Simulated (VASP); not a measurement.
Input of a VASP 6.6.1 run:

File INCAR:

```
SYSTEM = CdSe
PREC = Accurate
ENCUT = 520
EDIFF = 1E-7
ISMEAR = 0
SIGMA = 0.1
LREAL = .False.
LASPH = .True.
NELM = 60
ALGO = Normal
ISIF = 2
LWAVE = .False.
LCHARG = .True.
GGA = PE
LELF = .True.
LVHAR = .True.
NBANDS = 16
```

The input KPOINTS:

```
regular mesh
0
Gamma
  12 12 12
  0 0 0
```

POSCAR

```
CdSe
1.0
    0.0000000000      2.7798141626      2.7798141626
    2.7798141626      0.0000000000      2.7798141626
    2.7798141626      2.7798141626      0.0000000000
Cd Se
1 1
Direct
    0.0000000000      0.0000000000      0.0000000000
    0.5000000000      0.5000000000      0.5000000000
```

Potentials or basis: VASP PAW PBE potentials, release 64 (Cd, Se).

Launch:

```console
$ cat potpaw_PBE.64/Cd/POTCAR potpaw_PBE.64/Se/POTCAR > POTCAR
$ mpirun -np 1 vasp_std > vasp.out
```

**Question.** Predict the pressure.

**Answer.** 7.6 GPa.

**Question.** Predict the band gap on the k mesh.

**Answer.** Zero (bands 9 and 10 overlap by 0.47 eV).

Caveat: the cell stands under pressure; semilocal functionals underestimate gaps, so a narrow gap can read as zero.
